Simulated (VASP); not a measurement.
A run of VASP 6.6.1 is set up as follows.

Contents of INCAR:

```
SYSTEM = VH
ALGO = Normal
EDIFF = 1E-6
EDIFFG = -0.02
ENCUT = 600
GGA = PS
IBRION = 2
ISIF = 3
ISMEAR = -1
ISPIN = 2
LASPH = .True.
LCHARG = .False.
LMAXMIX = 4
LORBIT = 11
LREAL = .False.
LWAVE = .False.
MAGMOM = 1.5 0
NELM = 150
NSW = 80
PREC = Accurate
SIGMA = 0.1
```

The input KPOINTS:

```
k-points
0
Gamma
  12 12 12
  0 0 0
```

POSCAR

```
VH
1.0
    0.0000000000      1.9637500000      1.9637500000
    1.9637500000      0.0000000000      1.9637500000
    1.9637500000      1.9637500000      0.0000000000
V H
1 1
Direct
    0.0000000000      0.0000000000      0.0000000000
    0.5000000000      0.5000000000      0.5000000000
```

Potentials or basis: VASP PAW PBE potentials, release 64 (V_sv, H).

Run with:

```bash
$ cat potpaw_PBE.64/V_sv/POTCAR potpaw_PBE.64/H/POTCAR > POTCAR
$ mpirun -np 1 vasp_std > vasp.out
```

Q: Predict the net moment.

A: 0.00 μB per cell.

Q: Estimate the relaxed cell.

A: a = 2.760 Å, b = 2.760 Å, c = 2.760 Å, α = 60.00°, β = 60.00°, γ = 60.00°.

The path:
```csv
step,energy change (eV),largest force (eV/Å),pressure (GPa),volume (Å³)
1,0.0000,0.0000,-3.84,15.15
2,-0.0026,0.0000,1.70,14.75
3,-0.0033,0.0000,-0.04,14.87
```

Caveat: the moments typed at the start vanished in this run; the PAW data sets were made with another functional, which shifts forces and pressure a little.
